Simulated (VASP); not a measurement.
# NaH in VASP: further runs

NaH is run at these levels: r2SCAN, HSE06; tasks: single point.

Everything below comes from runs of VASP 6.6.1. Logs are shortened: lines on timing, memory, paths and dates and some standing lists are left out, and cuts for length are marked.

## 1. The cell of the first run

The structure is tetragonal, space group I-4m2 (No. 119). The conventional cell has a = 3.673 Å, b = 3.673 Å, c = 5.169 Å, α = 90.00°, β = 90.00°, γ = 90.00°. Na (site symmetry -4m2) has 4 H at 2.25 Å within 3.0 Å. Within 3.0 Å of H (site symmetry -4m2) lie 4 Na at 2.25 Å.

## 2. Single point, r2SCAN (uniaxial z strain -0.5%)

The input, POSCAR:

```
NaH
1.0
    0.0000000000      2.5969210614      2.5847155324
    2.5969210614      0.0000000000      2.5847155324
    2.5969210614      2.5969210614      0.0000000000
Na H
1 1
Direct
    0.0000000000      0.0000000000      0.0000000000
    0.2500000000      0.2500000000      0.2500000000
```

The input, INCAR.step1:

```
PREC     = Accurate       # precision mode
ENCUT    = 520            # plane-wave cutoff, eV
ISMEAR   = 0              # smearing method
SIGMA    = 0.01           # smearing width, eV
LREAL    = False          # projectors in reciprocal space
LASPH    = True           # aspherical terms in the spheres
NELM     = 60             # most SCF steps
NBANDS   = 11             # bands
GGA      = PE             # functional
ALGO     = Normal         # electronic algorithm
EDIFF    = 1E-4           # SCF threshold, eV
LWAVE    = True           # write WAVECAR
LCHARG   = False          # write CHGCAR
```

The input, INCAR.step2:

```
PREC     = Accurate       # precision mode
ENCUT    = 520            # plane-wave cutoff, eV
EDIFF    = 1E-6           # SCF threshold, eV
ISMEAR   = 0              # smearing method
SIGMA    = 0.01           # smearing width, eV
LREAL    = False          # projectors in reciprocal space
LASPH    = True           # aspherical terms in the spheres
NELM     = 60             # most SCF steps
ALGO     = Normal         # electronic algorithm
ISIF     = 2              # what is computed and relaxed
LWAVE    = False          # write WAVECAR
LCHARG   = True           # write CHGCAR
METAGGA  = R2SCAN         # meta-GGA
LMIXTAU  = True         
LELF     = True           # ELF
LVHAR    = True         
NBANDS   = 11             # bands
ISTART   = 1
```

The input, KPOINTS:

```
regular mesh
0
Gamma
  8 8 8
```

Potentials or basis: VASP PAW PBE potentials, release 64 (Na_pv, H).

The run is started by

```
$ cat potpaw_PBE.64/Na_pv/POTCAR potpaw_PBE.64/H/POTCAR > POTCAR
$ cp INCAR.step1 INCAR
$ mpirun -np 1 vasp_std > vasp.out
$ cp INCAR.step2 INCAR
$ mpirun -np 1 vasp_std > vasp.out
```

OUTCAR:

```text
PREC = Accurate
   ENCUT = 520
   EDIFF = 1E-6
   ISMEAR = 0
   LREAL = False
   LASPH = True
   NELM = 60
   ISIF = 2
   METAGGA = R2SCAN
   ISTART = 1

 ion  position               nearest neighbor table
   1  0.000  0.000  0.000-
   2  0.250  0.250  0.250-

  LATTYP: Found a body centered tetragonal cell.
 ALAT       =     3.6726009854
 C/A-ratio  =     1.4075667586

  Lattice vectors:

 A1 = (   0.0000000000,  -2.5969210614,  -2.5847155324)
 A2 = (   0.0000000000,   2.5969210614,  -2.5847155324)
 A3 = (   2.5969210614,   0.0000000000,   2.5847155324)

Analysis of symmetry for initial positions (statically):
=====================================================================
 Subroutine PRICEL returns:
 Original cell was already a primitive cell.

 Routine SETGRP: Setting up the symmetry group for a
 body centered tetragonal supercell.

 Subroutine GETGRP returns: Found  8 space group operations
 (whereof  8 operations were pure point group operations)
 out of a pool of 16 trial point group operations.

The static configuration has the point symmetry D_2d.

Analysis of symmetry for dynamics (positions and initial velocities):
=====================================================================
 Subroutine PRICEL returns:
 Original cell was already a primitive cell.

 Routine SETGRP: Setting up the symmetry group for a
 body centered tetragonal supercell.

 Subroutine GETGRP returns: Found  8 space group operations
 (whereof  8 operations were pure point group operations)
 out of a pool of 16 trial point group operations.

The dynamic configuration has the point symmetry D_2d.

 Subroutine INISYM returns: Found  8 space group operations
 (whereof  8 operations are pure point group operations),
 and found     1 'primitive' translations

----------------------------------------------------------------------------------------

                                     Primitive cell

  volume of cell :      34.8626

  direct lattice vectors                    reciprocal lattice vectors
     0.000000000  2.596921061  2.584715532    -0.192535694  0.192535694  0.193444885
     2.596921061  0.000000000  2.584715532     0.192535694 -0.192535694  0.193444885
     2.596921061  2.596921061  0.000000000     0.192535694  0.192535694 -0.193444885

  length of vectors
     3.663980538  3.663980538  3.672600985     0.334007352  0.334007352  0.334007352

  position of ions in fractional coordinates (direct lattice)
     0.000000000  0.000000000  0.000000000
     0.250000000  0.250000000  0.250000000

  ion indices of the primitive-cell ions
   primitive index   ion index
                 1           1
                 2           2

----------------------------------------------------------------------------------------

 KPOINTS: regular mesh

Automatic generation of k-mesh.
 Grid dimensions read from file:
 generate k-points for:    8    8    8

 Generating k-lattice:

  Cartesian coordinates                     Fractional coordinates (reciprocal lattice)
    -0.024066962  0.024066962  0.024180611     0.125000000 -0.000000000  0.000000000
     0.024066962 -0.024066962  0.024180611    -0.000000000  0.125000000  0.000000000
     0.024066962  0.024066962 -0.024180611     0.000000000  0.000000000  0.125000000

  Length of vectors
     0.041750919  0.041750919  0.041750919

  Shift w.r.t. Gamma in fractional coordinates (k-lattice)
     0.000000000  0.000000000  0.000000000

 Subroutine IBZKPT returns following result:
 ===========================================

 Found     59 irreducible k-points:

 Following reciprocal coordinates:
            Coordinates               Weight
  0.000000  0.000000  0.000000      1.000000
  0.125000  0.000000  0.000000      8.000000
  0.250000  0.000000  0.000000      8.000000
  0.375000  0.000000  0.000000      8.000000
  0.500000  0.000000  0.000000      4.000000
  0.125000  0.125000  0.000000      2.000000
[... 16 lines left out ...]
  0.250000  0.000000  0.125000     16.000000
  0.375000  0.000000  0.125000     16.000000
 [... further k-points ...]
   k-points           NKPTS =     59   k-points in BZ     NKDIM =     59   number of bands    NBANDS=     11
   number of dos      NEDOS =    301   number of ions     NIONS =      2
   total plane-waves  NPLWV =  21952
   dimension x,y,z NGX =    28 NGY =   28 NGZ =   28
   dimension x,y,z NGXF=    56 NGYF=   56 NGZF=   56
   ions per type =               1   1
   NGX,Y,Z   is equivalent  to a cutoff of  12.70, 12.70, 12.67 a.u.
   NGXF,Y,Z  is equivalent  to a cutoff of  25.41, 25.41, 25.35 a.u.
 SYSTEM =  unknown system
   PREC   = accura    normal or accurate (medium, high low for compatibility)
   ISTART =      1    job   : 0-new  1-cont  2-samecut
   ICHARG =      0    charge: 1-file 2-atom 10-const
   ISPIN  =      1    spin polarized calculation?
   LNONCOLLINEAR =      F non collinear calculations
   LSORBIT =      F    spin-orbit coupling
   LASPH  =      T    aspherical Exc in radial PAW
   ENCUT  =  520.0 eV  38.22 Ry    6.18 a.u.   6.81  6.81  6.83*2*pi/ulx,y,z
   NELM   =     60;   NELMIN=  2; NELMDL=  0     # of ELM steps
   EDIFF  = 0.1E-05   stopping-criterion for ELM
   LREAL  =      F    real-space projection
[... 7 lines left out ...]
   TEBEG  =    0.0;   TEEND  =   0.0 temperature during run
   PSTRESS=    0.0 pullay stress
   NELECT =       8.0000    total number of electrons
   NUPDOWN=      -1.0000    fix difference up-down
   EMIN   =  10.00;   EMAX   =-10.00  energy-range for DOS
   EFERMI =   0.00;   METHOD = LEGACY
   ISMEAR =     0;   SIGMA  =   0.01  broadening in eV -4-tet -1-fermi 0-gaus
   EFERMI_NEDOS =   21; number of points for ismear=-14 and -15
   IALGO  =     38    algorithm
   IMIX   =      4    mixing-type and parameters
     AMIX     =   0.40;   BMIX     =  1.00
     AMIX_MAG =   1.60;   BMIX_MAG =  1.00
  volume/ion in A,a.u.               =      17.43       117.63
  Fermi-wavevector in a.u.,A,eV,Ry     =   1.002270  1.894016 13.667667  1.004545
  Thomas-Fermi vector in A             =   2.134746
   LORBIT       =      0    0 simple, 1 ext, 2 COOP (PROOUT), +10 PAW based schemes
   METAGGA = R2SCAN    functional components
   LHFCALC =     F    Hartree Fock is set to
   AEXX    =    0.0000 exact exchange contribution
   IVDW    =     0    specifies the selected vdW correction
   LEPSILON=     F    determine dielectric tensor
   LRPA    =     F    only Hartree local field effects (RPA)
 non-spin polarized calculation
 Gauss-broadening in eV      SIGMA  =   0.01
  energy-cutoff  :      520.00
  volume of cell :       34.86
 maximum number of plane-waves:       950
   NGX = 13   NGY = 13   NGZ = 13

 number of electron       8.0000009 magnetization

 Free energy of the ion-electron system (eV)
  ---------------------------------------------------
  ext. energy  EPLUGINS =         0.00000000
  ---------------------------------------------------
  free energy    TOTEN  =        -7.45981523 eV

  energy without entropy =       -7.45981523  energy(sigma->0) =       -7.45981523

 E-fermi :  -2.1227     XC(G=0):  -7.2275

 val. band max:       -2.1953921893   @ k =  -0.2500   0.5000   0.2500
 cond. band min:       1.8568167168   @ k =   0.5000   0.0000   0.0000
 fundamental gap:      4.0522089061
 Fermi energy:        -2.1226572374

 k-point     1 :       0.0000    0.0000    0.0000
  band No.  band energies     occupation
      1     -24.9687      2.00000
      2     -24.9679      2.00000
      3     -24.9677      2.00000
      4      -5.0057      2.00000
      5       6.6743      0.00000
      6      11.6400      0.00000
      7      11.6401      0.00000
      8      11.6495      0.00000
      9      14.9655      0.00000
     10      14.9658      0.00000
     11      14.9689      0.00000

 k-point     2 :       0.1250    0.0000    0.0000
  band No.  band energies     occupation
      1     -24.9750      2.00000
      2     -24.9693      2.00000
      3     -24.9689      2.00000
      4      -4.7859      2.00000
      5       5.9232      0.00000
      6      11.0874      0.00000
      7      11.4381      0.00000
      8      11.4553      0.00000
      9      15.3384      0.00000
     10      15.3495      0.00000
     11      15.3739      0.00000

 k-point     3 :       0.2500    0.0000    0.0000
  band No.  band energies     occupation
      1     -24.9917      2.00000
      2     -24.9715      2.00000
      3     -24.9711      2.00000
      4      -4.1721      2.00000
      5       4.2711      0.00000
      6      10.1634      0.00000
      7      11.1270      0.00000
      8      11.1636      0.00000
      9      14.3242      0.00000
     10      14.4121      0.00000
     11      15.4406      0.00000

 k-point     4 :       0.3750    0.0000    0.0000
  band No.  band energies     occupation
      1     -25.0083      2.00000
      2     -24.9737      2.00000
      3     -24.9734      2.00000
      4      -3.3549      2.00000
      5       2.6226      0.00000
      6       9.5659      0.00000
      7      10.9661      0.00000
      8      11.0211      0.00000
      9      13.2952      0.00000
     10      13.3728      0.00000
     11      14.6421      0.00000

 k-point     5 :       0.5000    0.0000    0.0000
  band No.  band energies     occupation
      1     -25.0151      2.00000
      2     -24.9746      2.00000
      3     -24.9743      2.00000
      4      -2.8929      2.00000
      5       1.8568      0.00000
      6       9.3740      0.00000
      7      10.9377      0.00000
      8      11.0016      0.00000
      9      12.9124      0.00000
     10      12.9830      0.00000
     11      14.2959      0.00000
[... 211 lines left out ...]
 k-point    21 :       0.5000    0.5000    0.0000
  band No.  band energies     occupation
      1     -25.0142      2.00000
      2     -24.9846      2.00000
      3     -24.9843      2.00000
      4      -2.2612      2.00000
      5       3.3885      0.00000
      6       5.7057      0.00000
      7       8.1582      0.00000
      8       8.1584      0.00000
      9      11.2740      0.00000
     10      19.8122      0.00000
     11      22.0645      0.00000

 k-point    22 :       0.1250    0.0000    0.1250
  band No.  band energies     occupation
      1     -24.9748      2.00000
      2     -24.9711      2.00000
      3     -24.9702      2.00000
      4      -4.7141      2.00000
      5       5.8362      0.00000
      6      10.6238      0.00000
      7      10.6274      0.00000
      8      12.8656      0.00000
      9      13.1681      0.00000
     10      14.9136      0.00000
     11      16.6239      0.00000

 k-point    23 :       0.2500    0.0000    0.1250
  band No.  band energies     occupation
      1     -24.9872      2.00000
      2     -24.9734      2.00000
      3     -24.9724      2.00000
      4      -4.2328      2.00000
      5       4.7343      0.00000
      6       9.5252      0.00000
      7      10.0709      0.00000
      8      11.9730      0.00000
      9      13.5720      0.00000
     10      14.6555      0.00000
     11      16.6734      0.00000

 k-point    24 :       0.3750    0.0000    0.1250
  band No.  band energies     occupation
      1     -25.0028      2.00000
      2     -24.9757      2.00000
      3     -24.9755      2.00000
      4      -3.4727      2.00000
      5       3.2313      0.00000
      6       8.4509      0.00000
      7       9.8874      0.00000
      8      11.1533      0.00000
      9      13.5115      0.00000
     10      15.3234      0.00000
     11      16.1615      0.00000

 [... further k-points ...]

------------------------ aborting loop because EDIFF is reached ----------------------------------------

  FORCE on cell =-STRESS in cart. coord.  units (eV):
  Direction    XX          YY          ZZ          XY          YZ          ZX
  --------------------------------------------------------------------------------------
  -------------------------------------------------------------------------------------
  Total       -0.0163445     -0.0163445     -0.0136648      0.0000000      0.0000000      0.0000000
  in kB       -0.7511423     -0.7511423     -0.6279906      0.0000000      0.0000000      0.0000000
  external PRESSURE =      -0.7100917 kB  Pullay stress =       0.0000000 kB

 VOLUME and BASIS-vectors are now :
 -----------------------------------------------------------------------------
  energy-cutoff  :      520.00
  volume of cell :       34.86
      direct lattice vectors                 reciprocal lattice vectors
     0.000000000  2.596921061  2.584715532    -0.192535694  0.192535694  0.193444885
     2.596921061  0.000000000  2.584715532     0.192535694 -0.192535694  0.193444885
     2.596921061  2.596921061  0.000000000     0.192535694  0.192535694 -0.193444885

 POSITION                                       TOTAL-FORCE (eV/Angst)
 -----------------------------------------------------------------------------------
      0.00000      0.00000      0.00000        -0.000000     -0.000000     -0.000000
      1.29846      1.29846      1.29236         0.000000      0.000000      0.000000
 -----------------------------------------------------------------------------------
    total drift:                                0.000001      0.000001     -0.000004

  FREE ENERGIE OF THE ION-ELECTRON SYSTEM (eV)
  ---------------------------------------------------
  free  energy   TOTEN  =        -7.4598152340 eV

  energy  without entropy=       -7.4598152340  energy(sigma->0) =       -7.45981523
```

Wall time 58 s (1 thread of Intel Xeon Platinum 8375C at 2.90GHz (Ice Lake), shared host); peak memory 0.16 GiB.

What came out:

* Free energy: -7.4598 eV
* Pressure: -0.1 GPa
* Band gap on the k mesh: 4.05 eV (least direct gap 4.75 eV)

Caveat: the cell differs from its parent crystal (uniaxial z strain -0.5%); the structure was generated, so it needn't be the stable form of NaH; the PAW data sets were made with another functional, which shifts forces and pressure a little. A k mesh can miss the band edges.

(Continued in part 2 of 2.)
